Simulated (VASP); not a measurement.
C:

```
CELL_PARAMETERS angstrom
0.00000 2.12700 3.34800
1.22800 0.00000 3.34800
1.22800 2.12700 0.00000
ATOMIC_POSITIONS crystal
C 0.16667 0.83333 0.16667
C 0.83333 0.16667 0.83333
```

| Property | Result |
| --- | --- |
| Program | VASP 6.6.1 |
| Task | relaxation of cell and atoms |
| Functional | PBEsol |
| Potentials or basis | VASP PAW PBE potentials, release 64 (C) |
| Cutoff | 600 eV |
| k mesh | 15 × 15 × 15 |
| Occupations | gaussian, width 0.05 eV |
| Spin | no spin polarisation |

At the start: pressure 1.7 GPa; volume 8.74 Å³/atom.

How do energy, volume and symmetry change on relaxing?

Over 19 steps the energy falls by 2.5 meV/atom and the volume is 9.37 Å³/atom (+7.1 %); space group Fmmm (No. 69, to 0.1 Å) before and after.

The path:
| step | energy change (eV) | largest force (eV/Å) | pressure (GPa) | volume (Å³) |
| --- | --- | --- | --- | --- |
| 1 | 0.0000 | 0.0013 | 1.71 | 17.49 |
| 2 | 0.0007 | 0.0271 | -2.34 | 17.73 |
| 3 | -0.0005 | 0.0101 | 0.11 | 17.58 |
| 4 | -0.0011 | 0.0287 | 0.12 | 17.65 |
| 5 | -0.0023 | 0.1451 | 0.12 | 17.87 |
| 6 | -0.0025 | 0.3746 | 0.22 | 18.30 |
| 7 | -0.0028 | 0.2784 | 0.18 | 18.12 |
| 8 | -0.0029 | 0.2643 | 0.16 | 18.14 |
| 9 | -0.0032 | 0.2223 | 0.19 | 18.18 |
| 10 | -0.0038 | 0.1375 | 0.21 | 18.27 |
| 11 | -0.0043 | 0.0360 | 0.26 | 18.45 |
| 12 | -0.0043 | 0.0716 | 0.28 | 18.49 |
| 13 | -0.0045 | 0.0596 | 0.23 | 18.53 |
| 14 | -0.0049 | 0.0260 | 0.08 | 18.65 |
| 15 | -0.0049 | 0.0127 | 0.03 | 18.70 |
| 16 | -0.0049 | 0.0110 | 0.01 | 18.71 |
| 17 | -0.0049 | 0.0024 | 0.01 | 18.71 |
| 18 | -0.0050 | 0.0200 | 0.00 | 18.73 |
| 19 | -0.0050 | 0.0097 | 0.02 | 18.74 |

Final structure:
```
CELL_PARAMETERS angstrom
0.00000 2.13018 3.57541
1.23021 0.00000 3.57541
1.23021 2.13018 0.00000
ATOMIC_POSITIONS crystal
C 0.16670 0.83330 0.16670
C 0.83330 0.16670 0.83330
```

Caveat: this functional lacks dispersion, which binds the layers, so the pressure and a relaxed spacing across them are unreliable; the PAW data sets were made with another functional, which shifts forces and pressure a little.
